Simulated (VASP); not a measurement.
Input of a VASP 6.6.1 run:

The input INCAR:

```
SYSTEM = Cu
PREC = Accurate
ENCUT = 520
EDIFF = 1E-6
ISMEAR = 0
SIGMA = 0.15
LREAL = .FALSE.
LASPH = .TRUE.
NELM = 60
ALGO = Fast
ISIF = 2
LWAVE = .FALSE.
LCHARG = .FALSE.
GGA = CA
NBANDS = 12
```

KPOINTS

```
Automatic mesh
0
G
  24 24 24
  0 0 0
```

File POSCAR:

```
Cu
1.0
   -1.4848971394      1.4848971394      1.3135400095
    1.4848971394     -1.4848971394      1.3135400095
    1.4848971394      1.4848971394     -1.3135400095
Cu
1
Direct
    0.0000000000      0.0000000000      0.0000000000
```

Potentials or basis: VASP PAW LDA potentials, release 64 (Cu).

The run is started by

```console
$ cat potpaw_LDA.64/Cu/POTCAR > POTCAR
$ mpirun -np 1 vasp_std > vasp.out
```

Q: Estimate the band gap on the k mesh.

A: Zero (an odd number of electrons rules out a gap without spin polarisation).

Q: What does it give for the pressure?

A: -8.1 GPa.

Stress tensor (GPa, compression positive):
```
-8.49  0.00  0.00
 0.00 -8.49  0.00
 0.00  0.00 -7.36
```

Caveat: the cell stands under tension.
